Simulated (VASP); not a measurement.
# Te2Mo (P6_3/mmc) in VASP: notebook

Te2Mo is run at these levels: PBE; tasks: single point.

All numbers are computed with VASP 6.6.1; they aren't measurements. Logs are shortened: lines on timing, memory, paths and dates and some standing lists are left out, and cuts for length are marked.

## (1) The cell of the first run

The structure is hexagonal, space group P6_3/mmc (No. 194). The conventional cell has a = 3.468 Å, b = 3.468 Å, c = 14.825 Å, α = 90.00°, β = 90.00°, γ = 120.00°. Within 3.6 Å of Te (site symmetry 3m) lie 3 Mo at 2.67 Å and 7 Te at 3.47 to 3.53 Å. Mo (site symmetry -6m2) has 6 Te at 2.67 Å and 6 Mo at 3.47 Å within 3.5 Å.

## (2) Single point, PBE (strain -0.025 along x and y, -0.025 along z)

INCAR reads:

```
SYSTEM = Te2Mo
ALGO = Normal ; EDIFF = 1E-7
ENCUT = 520 ; GGA = PE
ISIF = 2 ; ISMEAR = 0
LASPH = .True. ; LCHARG = .True.
LELF = .True. ; LREAL = .False.
LVHAR = .True. ; LWAVE = .False.
NBANDS = 35 ; NELM = 80
PREC = Accurate ; SIGMA = 0.05
```

KPOINTS reads:

```
k-points
0
Gamma
  12 12 2
  0 0 0
```

POSCAR reads:

```
Te2Mo
1.0
    3.4681397723      0.0000000000      0.0000000000
   -1.7340698861      3.0034971467      0.0000000000
    0.0000000000      0.0000000000     14.8246006916
Te Mo
4 2
Direct
    0.3333333333      0.6666666667      0.6310943552
    0.6666666667      0.3333333333      0.1310943552
    0.3333333333      0.6666666667      0.8689056448
    0.6666666667      0.3333333333      0.3689056448
    0.3333333333      0.6666666667      0.2500000000
    0.6666666667      0.3333333333      0.7500000000
```

Potentials or basis: VASP PAW PBE potentials, release 64 (Te, Mo_sv).

Command:

```console
$ cat potpaw_PBE.64/Te/POTCAR potpaw_PBE.64/Mo_sv/POTCAR > POTCAR
$ mpirun -np 1 vasp_std > vasp.out
```

OUTCAR:

```text
SYSTEM = Te2Mo
   EDIFF = 1E-7
   ENCUT = 520
   GGA = PE
   ISIF = 2
   ISMEAR = 0
   LASPH = .True.
   LREAL = .False.
   NELM = 80
   PREC = Accurate

 ion  position               nearest neighbor table
   1  0.333  0.667  0.631-   6 2.67   6 2.67   6 2.67   3 3.53
   2  0.667  0.333  0.131-   5 2.67   5 2.67   5 2.67   4 3.53
   3  0.333  0.667  0.869-   6 2.67   6 2.67   6 2.67   1 3.53
   4  0.667  0.333  0.369-   5 2.67   5 2.67   5 2.67   2 3.53
   5  0.333  0.667  0.250-   2 2.67   4 2.67   2 2.67   4 2.67   2 2.67   4 2.67
   6  0.667  0.333  0.750-   1 2.67   3 2.67   1 2.67   3 2.67   1 2.67   3 2.67

  LATTYP: Found a hexagonal cell.
 ALAT       =     3.4681397723
 C/A-ratio  =     4.2745107363

  Lattice vectors:

 A1 = (   3.4681397723,   0.0000000000,   0.0000000000)
 A2 = (  -1.7340698861,   3.0034971467,   0.0000000000)
 A3 = (   0.0000000000,   0.0000000000,  14.8246006916)

Analysis of symmetry for initial positions (statically):
=====================================================================
 Subroutine PRICEL returns:
 Original cell was already a primitive cell.

 Routine SETGRP: Setting up the symmetry group for a
 hexagonal supercell.

 Subroutine GETGRP returns: Found 24 space group operations
 (whereof 12 operations were pure point group operations)
 out of a pool of 24 trial point group operations.

The static configuration has the point symmetry D_3d.
 The point group associated with its full space group is D_6h.

Analysis of symmetry for dynamics (positions and initial velocities):
=====================================================================
 Subroutine PRICEL returns:
 Original cell was already a primitive cell.

 Routine SETGRP: Setting up the symmetry group for a
 hexagonal supercell.

 Subroutine GETGRP returns: Found 24 space group operations
 (whereof 12 operations were pure point group operations)
 out of a pool of 24 trial point group operations.

The dynamic configuration has the point symmetry D_3d.
 The point group associated with its full space group is D_6h.

 Subroutine INISYM returns: Found 24 space group operations
 (whereof 12 operations are pure point group operations),
 and found     1 'primitive' translations

----------------------------------------------------------------------------------------

                                     Primitive cell

  volume of cell :     154.4212

  direct lattice vectors                    reciprocal lattice vectors
     3.468139772  0.000000000  0.000000000     0.288339013  0.166472607  0.000000000
    -1.734069886  3.003497147  0.000000000     0.000000000  0.332945214  0.000000000
     0.000000000  0.000000000 14.824600692     0.000000000  0.000000000  0.067455443

  length of vectors
     3.468139772  3.468139772 14.824600692     0.332945214  0.332945214  0.067455443

  position of ions in fractional coordinates (direct lattice)
     0.333333333  0.666666667  0.631094355
     0.666666667  0.333333333  0.131094355
     0.333333333  0.666666667  0.868905645
     0.666666667  0.333333333  0.368905645
     0.333333333  0.666666667  0.250000000
     0.666666667  0.333333333  0.750000000

  ion indices of the primitive-cell ions
   primitive index   ion index
                 1           1
                 2           2
                 3           3
                 4           4
                 5           5
                 6           6

----------------------------------------------------------------------------------------

 KPOINTS: k-points

Automatic generation of k-mesh.
 Grid dimensions read from file:
 generate k-points for:   12   12    2

 Generating k-lattice:

  Cartesian coordinates                     Fractional coordinates (reciprocal lattice)
     0.024028251  0.013872717  0.000000000     0.083333333  0.000000000  0.000000000
     0.000000000  0.027745434  0.000000000     0.000000000  0.083333333  0.000000000
     0.000000000  0.000000000  0.033727721     0.000000000  0.000000000  0.500000000

  Length of vectors
     0.027745434  0.027745434  0.033727721

  Shift w.r.t. Gamma in fractional coordinates (k-lattice)
     0.000000000  0.000000000  0.000000000

 Subroutine IBZKPT returns following result:
 ===========================================

 Found     38 irreducible k-points:

 Following reciprocal coordinates:
            Coordinates               Weight
  0.000000  0.000000  0.000000      1.000000
  0.083333 -0.000000  0.000000      6.000000
  0.166667 -0.000000  0.000000      6.000000
  0.250000  0.000000  0.000000      6.000000
  0.333333  0.000000  0.000000      6.000000
  0.416667  0.000000  0.000000      6.000000
[... 16 lines left out ...]
  0.250000  0.000000  0.500000      6.000000
  0.333333  0.000000  0.500000      6.000000
 [... further k-points ...]
   k-points           NKPTS =     38   k-points in BZ     NKDIM =     38   number of bands    NBANDS=     35
   number of dos      NEDOS =    301   number of ions     NIONS =      6
   total plane-waves  NPLWV =  87808
   dimension x,y,z NGX =    28 NGY =   28 NGZ =  112
   dimension x,y,z NGXF=    56 NGYF=   56 NGZF=  224
   ions per type =               4   2
   NGX,Y,Z   is equivalent  to a cutoff of  13.42, 13.42, 12.56 a.u.
   NGXF,Y,Z  is equivalent  to a cutoff of  26.84, 26.84, 25.12 a.u.
 SYSTEM =  Te2Mo
   PREC   = accura    normal or accurate (medium, high low for compatibility)
   ISTART =      0    job   : 0-new  1-cont  2-samecut
   ICHARG =      2    charge: 1-file 2-atom 10-const
   ISPIN  =      1    spin polarized calculation?
   LNONCOLLINEAR =      F non collinear calculations
   LSORBIT =      F    spin-orbit coupling
   LASPH  =      T    aspherical Exc in radial PAW
   ENCUT  =  520.0 eV  38.22 Ry    6.18 a.u.   6.45  6.45 27.56*2*pi/ulx,y,z
   NELM   =     80;   NELMIN=  2; NELMDL= -5     # of ELM steps
   EDIFF  = 0.1E-06   stopping-criterion for ELM
   LREAL  =      F    real-space projection
   EDIFFG = 0.1E-05   stopping-criterion for IOM
   NSW    =      0    number of steps for IOM
   IBRION =     -1    ionic relax: 0-MD 1-quasi-New 2-CG
   NFREE  =      0    steps in history (QN), initial steepest desc. (CG)
   ISIF   =      2    stress and relaxation
   ISYM   =      2    0-nonsym 1-usesym 2-fastsym
   POTIM  = 0.5000    time-step for ionic-motion
   TEBEG  =    0.0;   TEEND  =   0.0 temperature during run
   PSTRESS=    0.0 pullay stress
   NELECT =      52.0000    total number of electrons
   NUPDOWN=      -1.0000    fix difference up-down
   EMIN   =  10.00;   EMAX   =-10.00  energy-range for DOS
   EFERMI =   0.00;   METHOD = LEGACY
   ISMEAR =     0;   SIGMA  =   0.05  broadening in eV -4-tet -1-fermi 0-gaus
   EFERMI_NEDOS =   21; number of points for ismear=-14 and -15
   IALGO  =     38    algorithm
   IMIX   =      4    mixing-type and parameters
     AMIX     =   0.40;   BMIX     =  1.00
     AMIX_MAG =   1.60;   BMIX_MAG =  1.00
  volume/ion in A,a.u.               =      25.74       173.68
  Fermi-wavevector in a.u.,A,eV,Ry     =   1.138956  2.152315 17.649765  1.297221
  Thomas-Fermi vector in A             =   2.275660
   LORBIT       =      0    0 simple, 1 ext, 2 COOP (PROOUT), +10 PAW based schemes
   GGA     = PE    functional components
   LHFCALC =     F    Hartree Fock is set to
   AEXX    =    0.0000 exact exchange contribution
   IVDW    =     0    specifies the selected vdW correction
   LEPSILON=     F    determine dielectric tensor
   LRPA    =     F    only Hartree local field effects (RPA)
 non-spin polarized calculation
 Gauss-broadening in eV      SIGMA  =   0.05
  energy-cutoff  :      520.00
  volume of cell :      154.42
 maximum number of plane-waves:      4219
 NGX is ok and might be reduce to    28
   NGX = 13   NGY = 13   NGZ = 55

 number of electron      52.0000002 magnetization

 Free energy of the ion-electron system (eV)
  ---------------------------------------------------
  ext. energy  EPLUGINS =         0.00000000
  ---------------------------------------------------
  free energy    TOTEN  =       -35.79763731 eV

  energy without entropy =      -35.79763731  energy(sigma->0) =      -35.79763731

 E-fermi :   7.9721     XC(G=0): -10.1385

 val. band max:        7.5951145356   @ k =   0.3333   0.3333   0.0000
 cond. band min:       8.6615572284   @ k =   0.2500   0.1667   0.0000
 fundamental gap:      1.0664426928
 Fermi energy:         7.9721195080

 k-point     1 :       0.0000    0.0000    0.0000
  band No.  band energies     occupation
      1     -52.9959      2.00000
      2     -52.9959      2.00000
      3     -27.2064      2.00000
      4     -27.2064      2.00000
      5     -27.0524      2.00000
      6     -27.0524      2.00000
[... 27 lines left out ...]
     34      11.3740      0.00000
     35      13.3247      0.00000

 k-point     2 :       0.0833   -0.0000    0.0000
  band No.  band energies     occupation
      1     -52.9951      2.00000
      2     -52.9951      2.00000
      3     -27.2039      2.00000
      4     -27.2039      2.00000
      5     -27.0632      2.00000
      6     -27.0632      2.00000
[... 27 lines left out ...]
     34      11.1450      0.00000
     35      13.6279      0.00000

 k-point     3 :       0.1667   -0.0000    0.0000
  band No.  band energies     occupation
      1     -52.9928      2.00000
      2     -52.9928      2.00000
      3     -27.1971      2.00000
      4     -27.1971      2.00000
      5     -27.0925      2.00000
      6     -27.0925      2.00000
[... 27 lines left out ...]
     34      11.3201      0.00000
     35      13.7900      0.00000

 k-point     4 :       0.2500    0.0000    0.0000
  band No.  band energies     occupation
      1     -52.9897      2.00000
      2     -52.9897      2.00000
      3     -27.1878      2.00000
      4     -27.1878      2.00000
      5     -27.1322      2.00000
      6     -27.1322      2.00000
[... 27 lines left out ...]
     34      11.5334      0.00000
     35      13.8061      0.00000

 k-point     5 :       0.3333    0.0000    0.0000
  band No.  band energies     occupation
      1     -52.9865      2.00000
      2     -52.9865      2.00000
      3     -27.1786      2.00000
      4     -27.1786      2.00000
      5     -27.1716      2.00000
      6     -27.1716      2.00000
[... 638 lines left out ...]
 k-point    22 :       0.1667   -0.0000    0.5000
  band No.  band energies     occupation
      1     -52.9928      2.00000
      2     -52.9928      2.00000
      3     -27.1971      2.00000
      4     -27.1971      2.00000
      5     -27.0925      2.00000
      6     -27.0925      2.00000
[... 27 lines left out ...]
     34      11.2560      0.00000
     35      14.3854      0.00000

 k-point    23 :       0.2500    0.0000    0.5000
  band No.  band energies     occupation
      1     -52.9897      2.00000
      2     -52.9897      2.00000
      3     -27.1878      2.00000
      4     -27.1878      2.00000
      5     -27.1322      2.00000
      6     -27.1322      2.00000
[... 27 lines left out ...]
     34      11.4349      0.00000
     35      14.0946      0.00000

 k-point    24 :       0.3333    0.0000    0.5000
  band No.  band energies     occupation
      1     -52.9865      2.00000
      2     -52.9865      2.00000
      3     -27.1786      2.00000
      4     -27.1786      2.00000
      5     -27.1716      2.00000
      6     -27.1716      2.00000
[... 27 lines left out ...]
     34      11.5423      0.00000
     35      13.2797      0.00000

 [... further k-points ...]

------------------------ aborting loop because EDIFF is reached ----------------------------------------

  FORCE on cell =-STRESS in cart. coord.  units (eV):
  Direction    XX          YY          ZZ          XY          YZ          ZX
  --------------------------------------------------------------------------------------
  -------------------------------------------------------------------------------------
  Total        6.9054521      6.9054521      8.5621305      0.0000000      0.0000000      0.0000000
  in kB       71.6466486     71.6466486     88.8353068      0.0000000      0.0000000      0.0000000
  external PRESSURE =      77.3762013 kB  Pullay stress =       0.0000000 kB

 VOLUME and BASIS-vectors are now :
 -----------------------------------------------------------------------------
  energy-cutoff  :      520.00
  volume of cell :      154.42
      direct lattice vectors                 reciprocal lattice vectors
     3.468139772  0.000000000  0.000000000     0.288339013  0.166472607  0.000000000
    -1.734069886  3.003497147  0.000000000     0.000000000  0.332945214  0.000000000
     0.000000000  0.000000000 14.824600692     0.000000000  0.000000000  0.067455443

 POSITION                                       TOTAL-FORCE (eV/Angst)
 -----------------------------------------------------------------------------------
     -0.00000      2.00233      9.35572         0.000000     -0.000000     -1.181290
      1.73407      1.00117      1.94342        -0.000000      0.000000     -1.181290
     -0.00000      2.00233     12.88118         0.000000      0.000000      1.181290
      1.73407      1.00117      5.46888        -0.000000      0.000000      1.181290
     -0.00000      2.00233      3.70615        -0.000000      0.000000      0.000000
      1.73407      1.00117     11.11845         0.000000     -0.000000      0.000000
 -----------------------------------------------------------------------------------
    total drift:                               -0.000000      0.000000     -0.000000

  FREE ENERGIE OF THE ION-ELECTRON SYSTEM (eV)
  ---------------------------------------------------
  free  energy   TOTEN  =       -35.7976373115 eV

  energy  without entropy=      -35.7976373115  energy(sigma->0) =      -35.79763731
```

Run time: 3.7 min. Hardware: 1 thread of Intel Xeon Platinum 8488C (Sapphire Rapids), shared host; peak memory 0.37 GiB.

Results:

```yaml
Free_energy: -35.7976 eV
Pressure: 7.7 GPa
Largest_force: 1.181 eV/Å
Band_gap_on_the_k_mesh: 1.07 eV (least direct gap 1.14 eV)
```

Forces in eV/Å, atoms in the order of the input:
```
Te   0.000  0.000 -1.181
Te   0.000  0.000 -1.181
Te   0.000  0.000  1.181
Te   0.000  0.000  1.181
Mo   0.000  0.000  0.000
Mo   0.000  0.000  0.000
```

Stress tensor (GPa, compression positive):
```
7.16 0.00 0.00
0.00 7.16 0.00
0.00 0.00 8.88
```

Caveat: the cell differs from its parent crystal (strain -0.025 along x and y, -0.025 along z); the cell stands under pressure; spin-orbit coupling is left out, which moves the levels of the heavy elements; this functional lacks dispersion, which binds layers or chains, so the pressure and a relaxed spacing across them are unreliable; forces of over 1 eV/Å act on the atoms, so gaps and moduli don't describe the material at rest.

[end of part 1 of 2]
